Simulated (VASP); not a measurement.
# KZnI3 (R3) in VASP: a series of runs

Runs on KZnI3. Level: PBE. Tasks: single point.

All numbers are computed with VASP 6.6.1; they aren't measurements. Logs are shortened: lines on timing, memory, paths and dates and some standing lists are left out, and cuts for length are marked.

## Step 1: The cell of the first run

It takes space group R3 (No. 146, trigonal). The conventional cell has a = 7.668 Å, b = 7.668 Å, c = 13.782 Å, α = 90.00°, β = 90.00°, γ = 120.00°. Within 4.5 Å of K (site symmetry 3) lie 6 I at 3.45 Å. Within 3.3 Å of Zn (site symmetry 3) lie 3 I at 2.53 Å. I (site symmetry 1) has 1 Zn at 2.53 Å within 3.3 Å.

## Step 2: Single point, PBE (46.79 Å³/atom)

File INCAR:

```
PREC = Accurate
ENCUT = 520
EDIFF = 1E-6
ISMEAR = 0
SIGMA = 0.02
LREAL = False
LASPH = True
NELM = 60
ALGO = Normal
ISIF = 2
LWAVE = False
LCHARG = True
GGA = PE
LELF = True
LVHAR = True
NBANDS = 29
```

File KPOINTS:

```
regular mesh
0
Gamma
  6 6 6
```

File POSCAR:

```
KZnI3
1.0
    3.8341553863      2.2136506444      4.5941567124
   -3.8341553863      2.2136506444      4.5941567124
    0.0000000000     -4.4273012888      4.5941567123
K Zn I
1 1 3
Direct
   -0.0056315327     -0.0056315327     -0.0056315327
    0.4937524145      0.4937524145      0.4937524145
    0.4950316667      0.8224337278      0.1633137138
    0.1633137138      0.4950316667      0.8224337278
    0.8224337278      0.1633137138      0.4950316667
```

Potentials or basis: VASP PAW PBE potentials, release 64 (K_sv, Zn, I).

Command:

```console
cat potpaw_PBE.64/K_sv/POTCAR potpaw_PBE.64/Zn/POTCAR potpaw_PBE.64/I/POTCAR > POTCAR
mpirun -np 1 vasp_std > vasp.out
```

OUTCAR:

```text
PREC = Accurate
   ENCUT = 520
   EDIFF = 1E-6
   ISMEAR = 0
   LREAL = False
   LASPH = True
   NELM = 60
   ISIF = 2
   GGA = PE

 ion  position               nearest neighbor table
   1  0.994  0.994  0.994-   5 3.45   3 3.45   4 3.45   5 3.45   4 3.45   3 3.45
   2  0.494  0.494  0.494-   5 2.53   3 2.53   4 2.53
   3  0.495  0.822  0.163-   2 2.53   1 3.45   1 3.45
   4  0.163  0.495  0.822-   2 2.53   1 3.45   1 3.45
   5  0.822  0.163  0.495-   2 2.53   1 3.45   1 3.45

  LATTYP: Found a trigonal (rhomboedric) cell.
 ALAT       =     6.3802251214
 COS(alpha) =     0.2777336045

  Lattice vectors:

 A1 = (   3.8341553863,   2.2136506444,   4.5941567124)
 A2 = (  -3.8341553863,   2.2136506444,   4.5941567124)
 A3 = (   0.0000000000,  -4.4273012888,   4.5941567123)

Analysis of symmetry for initial positions (statically):
=====================================================================
 Subroutine PRICEL returns:
 Original cell was already a primitive cell.

 Routine SETGRP: Setting up the symmetry group for a
 trigonal (rhombohedral) supercell.

 Subroutine GETGRP returns: Found  3 space group operations
 (whereof  3 operations were pure point group operations)
 out of a pool of 12 trial point group operations.

The static configuration has the point symmetry C_3 .

Analysis of symmetry for dynamics (positions and initial velocities):
=====================================================================
 Subroutine PRICEL returns:
 Original cell was already a primitive cell.

 Routine SETGRP: Setting up the symmetry group for a
 trigonal (rhombohedral) supercell.

 Subroutine GETGRP returns: Found  3 space group operations
 (whereof  3 operations were pure point group operations)
 out of a pool of 12 trial point group operations.

The dynamic configuration has the point symmetry C_3 .

 Subroutine INISYM returns: Found  3 space group operations
 (whereof  3 operations are pure point group operations),
 and found     1 'primitive' translations

----------------------------------------------------------------------------------------

                                     Primitive cell

  volume of cell :     233.9569

  direct lattice vectors                    reciprocal lattice vectors
     3.834155386  2.213650644  4.594156712     0.130406817  0.075290411  0.072555934
    -3.834155386  2.213650644  4.594156712    -0.130406817  0.075290411  0.072555934
     0.000000000 -4.427301289  4.594156712     0.000000000 -0.150580822  0.072555934

  length of vectors
     6.380225121  6.380225121  6.380225121     0.167149477  0.167149477  0.167149477

  position of ions in fractional coordinates (direct lattice)
     0.994368467  0.994368467  0.994368467
     0.493752415  0.493752415  0.493752415
     0.495031667  0.822433728  0.163313714
     0.163313714  0.495031667  0.822433728
     0.822433728  0.163313714  0.495031667

  ion indices of the primitive-cell ions
   primitive index   ion index
                 1           1
                 2           2
                 3           3
                 4           4
                 5           5

----------------------------------------------------------------------------------------

 KPOINTS: regular mesh

Automatic generation of k-mesh.
 Grid dimensions read from file:
 generate k-points for:    6    6    6

 Generating k-lattice:

  Cartesian coordinates                     Fractional coordinates (reciprocal lattice)
     0.021734470  0.012548402  0.012092656     0.166666667  0.000000000  0.000000000
    -0.021734470  0.012548402  0.012092656     0.000000000  0.166666667  0.000000000
     0.000000000 -0.025096804  0.012092656     0.000000000  0.000000000  0.166666667

  Length of vectors
     0.027858246  0.027858246  0.027858246

  Shift w.r.t. Gamma in fractional coordinates (k-lattice)
     0.000000000  0.000000000  0.000000000

 Subroutine IBZKPT returns following result:
 ===========================================

 Found     40 irreducible k-points:

 Following reciprocal coordinates:
            Coordinates               Weight
  0.000000  0.000000  0.000000      1.000000
  0.166667  0.000000  0.000000      6.000000
  0.333333  0.000000  0.000000      6.000000
  0.500000  0.000000  0.000000      3.000000
  0.166667  0.166667  0.000000      6.000000
  0.333333  0.166667  0.000000      6.000000
[... 16 lines left out ...]
  0.333333  0.333333  0.166667      6.000000
  0.500000  0.333333  0.166667      6.000000
 [... further k-points ...]
   k-points           NKPTS =     40   k-points in BZ     NKDIM =     40   number of bands    NBANDS=     29
   number of dos      NEDOS =    301   number of ions     NIONS =      5
   total plane-waves  NPLWV = 110592
   dimension x,y,z NGX =    48 NGY =   48 NGZ =   48
   dimension x,y,z NGXF=    96 NGYF=   96 NGZF=   96
   ions per type =               1   1   3
   NGX,Y,Z   is equivalent  to a cutoff of  12.51, 12.51, 12.51 a.u.
   NGXF,Y,Z  is equivalent  to a cutoff of  25.01, 25.01, 25.01 a.u.
 SYSTEM =  unknown system
   PREC   = accura    normal or accurate (medium, high low for compatibility)
   ISTART =      0    job   : 0-new  1-cont  2-samecut
   ICHARG =      2    charge: 1-file 2-atom 10-const
   ISPIN  =      1    spin polarized calculation?
   LNONCOLLINEAR =      F non collinear calculations
   LSORBIT =      F    spin-orbit coupling
   LASPH  =      T    aspherical Exc in radial PAW
   ENCUT  =  520.0 eV  38.22 Ry    6.18 a.u.  11.86 11.86 11.86*2*pi/ulx,y,z
   NELM   =     60;   NELMIN=  2; NELMDL= -5     # of ELM steps
   EDIFF  = 0.1E-05   stopping-criterion for ELM
   LREAL  =      F    real-space projection
[... 7 lines left out ...]
   TEBEG  =    0.0;   TEEND  =   0.0 temperature during run
   PSTRESS=    0.0 pullay stress
   NELECT =      42.0000    total number of electrons
   NUPDOWN=      -1.0000    fix difference up-down
   EMIN   =  10.00;   EMAX   =-10.00  energy-range for DOS
   EFERMI =   0.00;   METHOD = LEGACY
   ISMEAR =     0;   SIGMA  =   0.02  broadening in eV -4-tet -1-fermi 0-gaus
   EFERMI_NEDOS =   21; number of points for ismear=-14 and -15
   IALGO  =     38    algorithm
   IMIX   =      4    mixing-type and parameters
     AMIX     =   0.40;   BMIX     =  1.00
     AMIX_MAG =   1.60;   BMIX_MAG =  1.00
  volume/ion in A,a.u.               =      46.79       315.76
  Fermi-wavevector in a.u.,A,eV,Ry     =   0.923519  1.745198 11.604244  0.852888
  Thomas-Fermi vector in A             =   2.049165
   LORBIT       =      0    0 simple, 1 ext, 2 COOP (PROOUT), +10 PAW based schemes
   GGA     = PE    functional components
   LHFCALC =     F    Hartree Fock is set to
   AEXX    =    0.0000 exact exchange contribution
   IVDW    =     0    specifies the selected vdW correction
   LEPSILON=     F    determine dielectric tensor
   LRPA    =     F    only Hartree local field effects (RPA)
 non-spin polarized calculation
 Gauss-broadening in eV      SIGMA  =   0.02
  energy-cutoff  :      520.00
  volume of cell :      233.96
 maximum number of plane-waves:      6344
   NGX = 23   NGY = 23   NGZ = 23

 number of electron      41.9999982 magnetization

 Free energy of the ion-electron system (eV)
  ---------------------------------------------------
  ext. energy  EPLUGINS =         0.00000000
  ---------------------------------------------------
  free energy    TOTEN  =       -11.24622116 eV

  energy without entropy =      -11.24622116  energy(sigma->0) =      -11.24622116

 E-fermi :  -0.2784     XC(G=0):  -6.8827

 val. band max:       -0.3697175912   @ k =   0.3333   0.3333   0.3333
 cond. band min:       2.8604014532   @ k =   0.0000   0.0000   0.0000
 fundamental gap:      3.2301190444
 Fermi energy:        -0.2783540076

 k-point     1 :       0.0000    0.0000    0.0000
  band No.  band energies     occupation
      1     -29.1898      2.00000
      2     -12.7269      2.00000
      3     -12.7269      2.00000
      4     -12.7003      2.00000
      5     -11.8290      2.00000
      6     -11.3867      2.00000
[... 21 lines left out ...]
     28       6.6325      0.00000
     29       6.6325      0.00000

 k-point     2 :       0.1667    0.0000    0.0000
  band No.  band energies     occupation
      1     -29.1898      2.00000
      2     -12.7418      2.00000
      3     -12.7223      2.00000
      4     -12.7048      2.00000
      5     -11.7902      2.00000
      6     -11.4073      2.00000
[... 21 lines left out ...]
     28       6.5956      0.00000
     29       6.8546      0.00000

 k-point     3 :       0.3333    0.0000    0.0000
  band No.  band energies     occupation
      1     -29.1897      2.00000
      2     -12.7676      2.00000
      3     -12.7197      2.00000
      4     -12.7093      2.00000
      5     -11.6958      2.00000
      6     -11.4675      2.00000
[... 21 lines left out ...]
     28       6.4523      0.00000
     29       6.8797      0.00000

 k-point     4 :       0.5000    0.0000    0.0000
  band No.  band energies     occupation
      1     -29.1897      2.00000
      2     -12.7804      2.00000
      3     -12.7184      2.00000
      4     -12.7109      2.00000
      5     -11.6133      2.00000
      6     -11.5340      2.00000
[... 21 lines left out ...]
     28       6.6816      0.00000
     29       6.7485      0.00000

 k-point     5 :       0.1667    0.1667    0.0000
  band No.  band energies     occupation
      1     -29.1898      2.00000
      2     -12.7492      2.00000
      3     -12.7203      2.00000
      4     -12.7125      2.00000
      5     -11.7748      2.00000
      6     -11.4052      2.00000
[... 21 lines left out ...]
     28       6.6974      0.00000
     29       6.9206      0.00000
[... 510 lines left out ...]
     28       6.5584      0.00000
     29       6.9457      0.00000

 k-point    22 :      -0.1667    0.1667    0.1667
  band No.  band energies     occupation
      1     -29.1897      2.00000
      2     -12.7476      2.00000
      3     -12.7347      2.00000
      4     -12.7132      2.00000
      5     -11.7122      2.00000
      6     -11.4526      2.00000
[... 21 lines left out ...]
     28       6.4995      0.00000
     29       7.1139      0.00000

 k-point    23 :       0.3333    0.3333    0.1667
  band No.  band energies     occupation
      1     -29.1897      2.00000
      2     -12.7728      2.00000
      3     -12.7552      2.00000
      4     -12.7174      2.00000
      5     -11.6902      2.00000
      6     -11.3996      2.00000
[... 21 lines left out ...]
     28       6.7549      0.00000
     29       6.8990      0.00000

 k-point    24 :       0.5000    0.3333    0.1667
  band No.  band energies     occupation
      1     -29.1897      2.00000
      2     -12.7780      2.00000
      3     -12.7582      2.00000
      4     -12.7194      2.00000
      5     -11.6469      2.00000
      6     -11.4283      2.00000
[... 21 lines left out ...]
     28       6.7476      0.00000
     29       6.9975      0.00000

 [... further k-points ...]

------------------------ aborting loop because EDIFF is reached ----------------------------------------

  FORCE on cell =-STRESS in cart. coord.  units (eV):
  Direction    XX          YY          ZZ          XY          YZ          ZX
  --------------------------------------------------------------------------------------
  -------------------------------------------------------------------------------------
  Total        1.6622774      1.6622774      1.5702031      0.0000000      0.0000000      0.0000000
  in kB       11.3835635     11.3835635     10.7530229      0.0000000      0.0000000      0.0000000
  external PRESSURE =      11.1733833 kB  Pullay stress =       0.0000000 kB

 VOLUME and BASIS-vectors are now :
 -----------------------------------------------------------------------------
  energy-cutoff  :      520.00
  volume of cell :      233.96
      direct lattice vectors                 reciprocal lattice vectors
     3.834155386  2.213650644  4.594156712     0.130406817  0.075290411  0.072555934
    -3.834155386  2.213650644  4.594156712    -0.130406817  0.075290411  0.072555934
     0.000000000 -4.427301289  4.594156712     0.000000000 -0.150580822  0.072555934

 POSITION                                       TOTAL-FORCE (eV/Angst)
 -----------------------------------------------------------------------------------
      0.00000      0.00000     13.70485         0.000000      0.000000     -0.000117
      0.00000      0.00000      6.80513         0.000000      0.000000     -0.000083
     -1.25531      2.19337      6.80293        -0.004419      0.007598      0.000067
     -1.27186     -2.18382      6.80293        -0.004371     -0.007626      0.000067
      2.52717     -0.00955      6.80293         0.008790      0.000028      0.000067
 -----------------------------------------------------------------------------------
    total drift:                               -0.000000     -0.000000     -0.000237

  FREE ENERGIE OF THE ION-ELECTRON SYSTEM (eV)
  ---------------------------------------------------
  free  energy   TOTEN  =       -11.2462211600 eV

  energy  without entropy=      -11.2462211600  energy(sigma->0) =      -11.24622116
```

Wall time 5.6 min (1 thread of Intel Xeon Platinum 8259CL at 2.50GHz (Skylake/Cascade Lake), shared host); peak memory 0.49 GiB.

What came out:

| Quantity | Value |
| --- | --- |
| Free energy | -11.2462 eV |
| Pressure | 1.1 GPa |
| Largest force | 0.009 eV/Å |
| Band gap on the k mesh | 3.23 eV (least direct gap 3.36 eV) |

Forces in eV/Å, atoms in the order of the input:
```
K    0.000  0.000  0.000
Zn   0.000  0.000  0.000
I   -0.004  0.008  0.000
I   -0.004 -0.008  0.000
I    0.009  0.000  0.000
```

Levels at points of the mesh, in eV from the valence-band top:
| k point | band 17 | band 18 | band 19 | band 20 | band 21 | band 22 | band 23 | band 24 | band 25 | band 26 |
| --- | --- | --- | --- | --- | --- | --- | --- | --- | --- | --- |
| (0.00, 0.00, 0.00) | -0.92 | -0.92 | -0.67 | -0.13 | -0.13 | 3.23 | 4.37 | 5.33 | 6.19 | 6.19 |
| (0.50, 0.00, 0.00) | -1.11 | -0.77 | -0.73 | -0.53 | -0.33 | 3.81 | 4.23 | 5.66 | 5.71 | 6.51 |
| (0.50, 0.50, 0.00) | -1.17 | -0.95 | -0.64 | -0.39 | -0.19 | 3.76 | 4.61 | 5.66 | 6.24 | 6.53 |
| (0.50, 0.50, 0.50) | -1.22 | -0.54 | -0.54 | -0.05 | -0.05 | 3.91 | 5.03 | 6.59 | 6.59 | 6.90 |

Caveat: spin-orbit coupling is left out, which moves the levels of the heavy elements. A k mesh can miss the band edges.

## Step 3: Single point, PBE (49.98 Å³/atom)

This run uses another cell than the first one, of 49.98 Å³/atom.

File INCAR:

```
SYSTEM = KZnI3
PREC     = Accurate       ! precision mode
ENCUT    = 520            ! plane-wave cutoff, eV
EDIFF    = 1E-6           ! SCF threshold, eV
ISMEAR   = 0              ! smearing method
SIGMA    = 0.02           ! smearing width, eV
LREAL    = .False.        ! projectors in reciprocal space
LASPH    = .True.         ! aspherical terms in the spheres
NELM     = 60             ! most SCF steps
ALGO     = Normal         ! electronic algorithm
ISIF     = 2              ! what is computed and relaxed
LWAVE    = .False.        ! write WAVECAR
LCHARG   = .False.        ! write CHGCAR
GGA      = PE             ! functional
NBANDS   = 29             ! bands
```

File KPOINTS:

```
regular mesh
0
Gamma
  6 6 6
  0 0 0
```

File POSCAR:

```
KZnI3
1.0
    3.9103268243      2.2576282446      4.7180690385
   -3.9103268243      2.2576282446      4.7180690385
    0.0000000000     -4.5152564893      4.7180690385
K Zn I
1 1 3
Direct
   -0.0056092349     -0.0056092349     -0.0056092349
    0.4937394031      0.4937394031      0.4937394031
    0.4950829950      0.8171935910      0.1684932359
    0.1684932359      0.4950829950      0.8171935910
    0.8171935910      0.1684932359      0.4950829950
```

Potentials or basis: VASP PAW PBE potentials, release 64 (K_sv, Zn, I).

Command:

```console
cat potpaw_PBE.64/K_sv/POTCAR potpaw_PBE.64/Zn/POTCAR potpaw_PBE.64/I/POTCAR > POTCAR
mpirun -np 1 vasp_std > vasp.out
```

Run time: 7.2 min. Hardware: 1 thread of Intel Xeon Platinum 8259CL at 2.50GHz (Skylake/Cascade Lake), shared host; peak memory 0.53 GiB.

It converged, with:

| Property | Result |
| --- | --- |
| Free energy | -11.3217 eV |
| Pressure | 0.5 GPa |
| Largest force | 0.010 eV/Å |
| Band gap on the k mesh | 3.23 eV (least direct gap 3.34 eV) |

Forces in eV/Å, atoms in the order of the input:
```
K    0.000  0.000 -0.001
Zn   0.000  0.000  0.001
I   -0.005  0.008  0.000
I   -0.005 -0.008  0.000
I    0.010  0.000  0.000
```

Levels at points of the mesh, in eV from the valence-band top:
```
           k point  band 19  band 20  band 21  band 22  band 23  band 24
(0.00, 0.00, 0.00)    -0.61    -0.11    -0.11     3.23     4.46     5.32
(0.50, 0.00, 0.00)    -0.65    -0.45    -0.26     3.83     4.34     5.56
(0.50, 0.50, 0.00)    -0.54    -0.33    -0.17     3.80     4.68     5.59
(0.50, 0.50, 0.50)    -0.48    -0.05    -0.05     3.88     5.03     6.61
```

Caveat: spin-orbit coupling is left out, which moves the levels of the heavy elements. A k mesh can miss the band edges.
